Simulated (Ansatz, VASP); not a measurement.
# One calculation of FeO, two programs

INCAR

```
ALGO = Normal ; EDIFF = 1E-6
ENCUT = 600 ; GGA = PE
GGA_COMPAT = F ; ISIF = 2
ISMEAR = 0 ; ISPIN = 2
LASPH = T ; LCHARG = F
LMAXMIX = 4 ; LORBIT = 11
LREAL = F ; LWAVE = F
MAGMOM = 3.79 0.35 ; NBANDS = 18
NELM = 200 ; PREC = Accurate
SIGMA = 0.15
```

KPOINTS

```
k-points
0
Gamma
  20 20 20
```

Contents of POSCAR:

```
FeO
1.0
    0.0000000000      1.9829680000      2.3278320000
    1.9829680000      0.0000000000      2.3278320000
    1.9829680000      1.9829680000      0.0000000000
Fe O
1 1
Direct
    0.0000000000      0.0000000000      0.0000000000
    0.5000000000      0.5000000000      0.5000000000
```

Input for Ansatz:

```yaml
crystal:
  lattice:
    - [0.0, 1.982968, 2.327832]
    - [1.982968, 0.0, 2.327832]
    - [1.982968, 1.982968, 0.0]
  atoms:
    - { symbol: Fe, position: [0.0, 0.0, 0.0], spin: 3.79 }
    - { symbol: O, position: [0.5, 0.5, 0.5], spin: 0.35 }
basis:
  ecutwfc: 420
kpoints:
  mp_grid: { grid: [20, 20, 20] }
hamiltonian:
  xc: pbe
scf:
  occupations: { method: gaussian, width: 0.15 }
output:
  forces: true
  stress: true
  eigenvalues: true
  populations: true
magnetization:
  spin_polarized: true
```

Change from the starting cell: strain -0.080 along x and y, +0.080 along z, atoms carried along.

Alike in both runs: task single point; functional PBE; k mesh 20 × 20 × 20; occupations gaussian, width 0.15 eV; collinear spin.

|  | VASP | Ansatz |
| --- | --- | --- |
| version | VASP 6.6.1 | Ansatz 0.2.0 |
| potentials or method | VASP PAW PBE potentials, release 64 (Fe, O), cutoff 600 eV | scalar-relativistic, plane waves, PAW |
| valence electrons in the cell | 14 | 22 |

|  | VASP | Ansatz | Ansatz less VASP |
| --- | --- | --- | --- |
| gap on the k mesh at the Fermi level (eV) | none | none | - |
| pressure (GPa) | 23.7 | 23.2 | -0.52 |
| traceless stress, the component that is largest in VASP (GPa) | -14.48 | -13.52 | +0.959 |
| net moment per atom (μB) | 1.82 | 1.82 | +0.003 |
| size of the moment on the site where the two differ most (μB) | 3.31 | 3.07 | -0.246 |

Site moments also hang on the region over which each program counts them. A gap of «none» marks a metal or a gap that the smearing closes. The functional is the same, so the differences come from potentials, cutoffs and numerics. VASP's potentials hold 14 valence electrons a cell and Ansatz's 22, so a difference there can come from the potentials and not from the codes.
